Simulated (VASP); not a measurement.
Write the native input for VASP 6.6.1 that does the following.

```yaml
Task: single point
Functional: PBE
Potentials_or_basis: VASP PAW PBE potentials, release 64 (Pd)
Cutoff: 520 eV
k_mesh: 12 × 12 × 12
Occupations: fermi-dirac, width 0.05 eV
Spin: no spin polarisation
Dipole_correction: no
Further_INCAR_settings: ALGO = Fast; EDIFF = 1e-06; NBANDS = 11
```

The structure of Pd lies in POSCAR:

```
Pd
1.0
    0.0000000000      1.9710426545      1.9710426545
    1.9710426545      0.0000000000      1.9710426545
    1.9710426545      1.9710426545      0.0000000000
Pd
1
Direct
    0.0000000000      0.0000000000      0.0000000000
```

These files were run (other wordings do the same):

INCAR

```
PREC = Accurate
ENCUT = 520
EDIFF = 1E-6
ISMEAR = -1
SIGMA = 0.05
LREAL = False
LASPH = True
NELM = 100
ALGO = Fast
ISIF = 2
LWAVE = False
LCHARG = False
GGA = PE
NBANDS = 11
```

KPOINTS

```
regular mesh
0
Gamma
  12 12 12
```

Potentials or basis: VASP PAW PBE potentials, release 64 (Pd).

The run is started by

```bash
$ cat potpaw_PBE.64/Pd/POTCAR > POTCAR
$ mpirun -np 1 vasp_std > vasp.out
```

Results of the run:

```
Pressure               : -0.3 GPa
Band gap on the k mesh : zero (band 5 reaches 9.42 eV, above the bottom of band 6 at 7.93 eV)
```

It took 10 s on 1 thread of Intel Xeon 6975P-C (shared host), peak memory 0.14 GiB.
